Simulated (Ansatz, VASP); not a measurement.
## One calculation of BN, two programs

```
B N
1.0
     2.47721    0.00243   -0.23771
    -1.22930    2.15067    0.23772
    -0.93303   -0.89743    3.28246
B N
1 1
Direct
  0.99112 0.99147 0.99398
  0.65702 0.32442 0.99283
```

Alike in both runs: functional LDA; k mesh 12 × 12 × 12; no spin polarisation.

Ansatz relaxed the structure, and its values are those at the end. VASP's run is a single point on that final structure, the one shown.

|  | VASP | Ansatz |
| --- | --- | --- |
| version | VASP 6.6.1 | Ansatz 0.2.0 |
| potentials or method | VASP PAW LDA potentials, release 64 (B, N), cutoff 520 eV | scalar-relativistic, plane waves, PAW |
| occupations | gaussian, width 0.01 eV | fixed |
| valence electrons in the cell | 8 | 8 |

VASP gave:

| Property | Result |
| --- | --- |
| gap on the k mesh at the Fermi level (eV) | 4.02 |
| least direct gap on the mesh (eV) | 4.60 |
| pressure (GPa) | 0.5 |

Question: What did Ansatz give for the same quantities?

Answer: gap on the k mesh at the Fermi level (eV): 4.03; least direct gap on the mesh (eV): 4.61; pressure (GPa): 0.0.

LDA's correlation is that of Perdew and Zunger in VASP and of Perdew and Wang (1992) in Ansatz. Ansatz's warnings: structure snapped to symmetry.
